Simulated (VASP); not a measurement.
Input of a VASP 6.6.1 run:

The input INCAR:

```
PREC = Accurate ; ENCUT = 500
EDIFF = 1E-7 ; ISMEAR = -1
SIGMA = 0.03 ; LREAL = False
LASPH = True ; NELM = 120
ALGO = Normal ; ISIF = 4
LWAVE = False ; LCHARG = False
GGA = PS ; IBRION = 2
NSW = 50 ; EDIFFG = -0.01
GGA_COMPAT = False ; NELMIN = 4
```

The input KPOINTS:

```
regular mesh
0
Gamma
  8 8 4
```

POSCAR

```
CdI2
1.0
    3.5795282315      0.0000000000      0.0000000000
   -1.7897641158      3.0999623821      0.0000000000
    0.0000000000      0.0000000000      5.7851046513
Cd I
1 2
Direct
    0.0000000000      0.0000000000      0.0000000000
    0.3333333333      0.6666666667      0.2492000000
    0.6666666667      0.3333333333      0.7508000000
```

Potentials or basis: VASP PAW PBE potentials, release 64 (Cd, I).

Run with:

```sh
$ cat potpaw_PBE.64/Cd/POTCAR potpaw_PBE.64/I/POTCAR > POTCAR
$ mpirun -np 1 vasp_std > vasp.out
```

Task: What does it give for the band gap on the k mesh?

Result: 0.05 eV (least direct gap 2.08 eV).

The path:
```csv
step,energy change (eV),largest force (eV/Å),pressure (GPa),volume (Å³)
1,0.0000,6.5023,60.85,64.19
2,-1.7213,0.9694,40.91,64.19
3,-1.7618,0.0631,41.96,64.19
4,-1.7614,0.0692,41.80,64.19
5,-1.8135,0.1146,40.50,64.19
6,-1.8368,0.1323,38.76,64.19
7,-1.8369,0.1341,38.87,64.19
8,-1.8377,0.0346,39.14,64.19
9,-1.8377,0.0007,39.08,64.19
```

Caveat: the PAW data sets were made with another functional, which shifts forces and pressure a little; spin-orbit coupling is left out, which moves the levels of the heavy elements. A k mesh can miss the band edges.
